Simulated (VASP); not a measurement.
Write the native input for VASP 6.6.1 that does the following.

* Task: electric field gradients
* Functional: PBE
* Potentials or basis: VASP PAW PBE potentials, release 64 (K_sv, I)
* Cutoff: 520 eV
* k mesh: 8 × 8 × 8
* Occupations: fermi-dirac, width 0.01 eV
* Spin: no spin polarisation
* Dipole correction: no
* Further INCAR settings: ALGO = Normal; EDIFF = 1e-08; NBANDS = 15

The structure of KI lies in POSCAR:

```
KI
1.0
    0.0000000000      3.5936763733      3.5936763733
    3.5936763733      0.0000000000      3.5936763733
    3.5936763733      3.5936763733      0.0000000000
K I
1 1
Direct
    0.0000000000      0.0000000000      0.0000000000
    0.5000000000      0.5000000000      0.5000000000
```

One way to write it, as run:

INCAR

```
PREC = Accurate ; ENCUT = 520
EDIFF = 1E-8 ; ISMEAR = -1
SIGMA = 0.01 ; LREAL = F
LASPH = T ; NELM = 80
ALGO = Normal ; ISIF = 2
LWAVE = F ; LCHARG = F
GGA = PE ; LEFG = T
NBANDS = 15
```

KPOINTS

```
regular mesh
0
Gamma
  8 8 8
```

Potentials or basis: VASP PAW PBE potentials, release 64 (K_sv, I).

Command:

```console
$ cat potpaw_PBE.64/K_sv/POTCAR potpaw_PBE.64/I/POTCAR > POTCAR
$ mpirun -np 1 vasp_std > vasp.out
```

Results of the run:

```yaml
Pressure: 0.0 GPa
Band_gap_on_the_k_mesh: 3.85 eV
Largest_electric_field_gradient_by_atom: zero within the noise of the run
```

Caveat: spin-orbit coupling is left out, which moves the levels of the heavy elements.

It took 92 s on 1 thread of Intel Xeon 8259CL, on a shared host, peak memory 0.26 GiB.
